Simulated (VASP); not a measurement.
Wanted: the native input for a VASP 6.6.1 run.

| Property | Result |
| --- | --- |
| Task | single point |
| Functional | PBEsol |
| Potentials or basis | VASP PAW PBE potentials, release 64 (I) |
| Cutoff | 520 eV |
| k mesh | 6 × 6 × 2 |
| Occupations | gaussian, width 0.1 eV |
| Spin | no spin polarisation |
| Dipole correction | no |
| Further INCAR settings | ALGO = Normal; EDIFF = 1e-07; NBANDS = 22 |

The structure of I lies in POSCAR:

```
I
1.0
    3.6198794157      0.0000000000      0.0000000000
   -1.8099397079      3.1349075327      0.0000000000
    0.0000000000      0.0000000000     11.3655840640
I
4
Direct
    0.0000000000      0.0000000000      0.0000000000
    0.0000000000      0.0000000000      0.5000000000
    0.3333333333      0.6666666667      0.7500000000
    0.6666666667      0.3333333333      0.2500000000
```

One way to write it, as run:

INCAR

```
PREC = Accurate ; ENCUT = 520
EDIFF = 1E-7 ; ISMEAR = 0
SIGMA = 0.1 ; LREAL = False
LASPH = True ; NELM = 60
ALGO = Normal ; ISIF = 2
LWAVE = False ; LCHARG = False
GGA = PS ; NBANDS = 22
```

KPOINTS

```
regular mesh
0
Gamma
  6 6 2
```

Potentials or basis: VASP PAW PBE potentials, release 64 (I).

The run is started by

```bash
$ cat potpaw_PBE.64/I/POTCAR > POTCAR
$ mpirun -np 1 vasp_std > vasp.out
```

It gave:

| Property | Result |
| --- | --- |
| Pressure | -0.1 GPa |
| Band gap on the k mesh | zero (band 14 reaches 6.50 eV, above the bottom of band 15 at 4.62 eV) |

Caveat: the PAW data sets were made with another functional, which shifts forces and pressure a little; spin-orbit coupling is left out, which moves the levels of the heavy elements.

It took 30 s on 1 thread of Intel(R) Xeon(R) Platinum 8375C CPU @ 2.90GHz (Ice Lake), with other jobs on the host, peak memory 0.24 GiB.
